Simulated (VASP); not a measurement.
Runs of VASP 6.6.1 on Ti3Si. The structure is that of space group P6_3/mmc (No. 194), or close to it. The cells are those of the table. 

| cell | further INCAR settings | gap on the mesh (eV) | pressure (GPa) | largest force (eV/Å) |
| --- | --- | --- | --- | --- |
| a = 5.584, b = 5.584, c = 4.026 Å, angles 90.0, 90.0, 120.0°, 8 atoms | ALGO = Fast; EDIFF = 1e-06; NBANDS = 50 | none | 20.1 | 0.03 |
| a = 5.584, b = 5.584, c = 4.138 Å, angles 90.0, 90.0, 120.0°, 8 atoms | ALGO = Fast; EDIFF = 1e-07; NBANDS = 50 | none | 14.0 | - |
| a = 5.584, b = 5.584, c = 4.250 Å, angles 90.0, 90.0, 120.0°, 8 atoms | ALGO = Fast; EDIFF = 1e-07; NBANDS = 50 | none | (a) | 0.02 |
| a = 5.584, b = 5.584, c = 4.361 Å, angles 90.0, 90.0, 120.0°, 8 atoms | ALGO = Fast; EDIFF = 1e-06; NBANDS = 50 | none | 3.8 | 0.01 |

Alike in all rows: task single point; level PBEsol; potentials or basis VASP PAW PBE potentials, release 64 (Ti_sv, Si); no spin polarisation; k mesh 12 × 12 × 10; cutoff (eV) 520; smearing gaussian 0.15 eV.

Estimate the missing entries.

(a) 8.7.

Caveats: the cell stands under pressure; the PAW data sets were made with another functional, which shifts forces and pressure a little.

A gap of «none» marks levels without a gap at the run's occupations.
